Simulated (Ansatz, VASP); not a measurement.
**One calculation of HfO2, two programs**

The input POSCAR:

```
HfO2
1.0
    3.6841290612      0.0000000000      0.0000000000
    0.0000000000      3.6841290612      0.0000000000
    0.0000000000      0.0000000000      5.1440065573
Hf O
2 4
Direct
    0.5000000000      0.5000000000      0.5000000000
    0.0000000000      0.0000000000      0.0000000000
    0.0000000000      0.5000000000      0.6919993738
    0.5000000000      0.0000000000      0.8080006262
    0.5000000000      0.0000000000      0.3080006262
    0.0000000000      0.5000000000      0.1919993738
```

File INCAR.step1:

```
PREC = Accurate
ENCUT = 520
ISMEAR = 0
SIGMA = 0.02
LREAL = F
LASPH = T
NELM = 80
NBANDS = 31
GGA = PE
ALGO = Normal
EDIFF = 1E-4
LWAVE = T
LCHARG = F
```

File INCAR.step2:

```
PREC = Accurate
ENCUT = 520
EDIFF = 1E-6
ISMEAR = 0
SIGMA = 0.02
LREAL = F
LASPH = T
NELM = 80
ALGO = Normal
ISIF = 2
LWAVE = F
LCHARG = F
METAGGA = R2SCAN
LMIXTAU = T
NBANDS = 31
ISTART = 1
```

Contents of KPOINTS:

```
Automatic mesh
0
Gamma
  6 6 6
```

Input for Ansatz:

```yaml
crystal:
  lattice:
    - [3.6841290612, 0.0, 0.0]
    - [0.0, 3.6841290612, 0.0]
    - [0.0, 0.0, 5.1440065573]
  atoms:
    - { symbol: Hf, position: [0.5, 0.5, 0.5] }
    - { symbol: Hf, position: [0.0, 0.0, 0.0] }
    - { symbol: O, position: [0.0, 0.5, 0.6919993738] }
    - { symbol: O, position: [0.5, 0.0, 0.8080006262] }
    - { symbol: O, position: [0.5, 0.0, 0.3080006262] }
    - { symbol: O, position: [0.0, 0.5, 0.1919993738] }
basis:
  ecutwfc: 500
kpoints:
  mp_grid: { grid: [6, 6, 6] }
  band_path: { path: [VBM, CBM], npoints: 2 }
hamiltonian:
  xc: r2scan
scf:
  occupations: { method: gaussian, width: 0.02 }
output:
  forces: true
  stress: true
  eigenvalues: true
checkpoint:
  read: start.run
  write: ck
  compress: false
  write_wavefunctions: false
  write_every: 100000
```

Alike in both runs: task single point; functional r2SCAN; k mesh 6 × 6 × 6; occupations gaussian, width 0.02 eV; no spin polarisation.

|  | VASP | Ansatz |
| --- | --- | --- |
| version | VASP 6.6.1 | Ansatz 0.2.0 |
| potentials or method | VASP PAW PBE potentials, release 64 (Hf_pv, O), cutoff 520 eV | scalar-relativistic, plane waves, PAW |
| valence electrons in the cell | 44 | 76 |

|  | VASP | Ansatz | Ansatz less VASP |
| --- | --- | --- | --- |
| gap on the k mesh at the Fermi level (eV) | 4.63 | 4.67 | +0.041 |
| least direct gap on the mesh (eV) | 4.70 | 4.73 | +0.036 |
| pressure (GPa) | -14.3 | -11.1 | +3.22 |
| traceless stress, the component that is largest in VASP (GPa) | 11.50 | 11.12 | -0.376 |
| rms of the force components (eV/Å) | 0.033 | 0.002 | -0.0305 |

VASP's potentials were made for PBE, not for r2SCAN. Atom by atom the forces differ by 0.030 eV/Å (rms over components). The functional is the same, so the differences come from potentials, cutoffs and numerics. VASP's potentials hold 44 valence electrons a cell and Ansatz's 76, so a difference there can come from the potentials and not from the codes.

Neither program's run includes spin-orbit coupling.
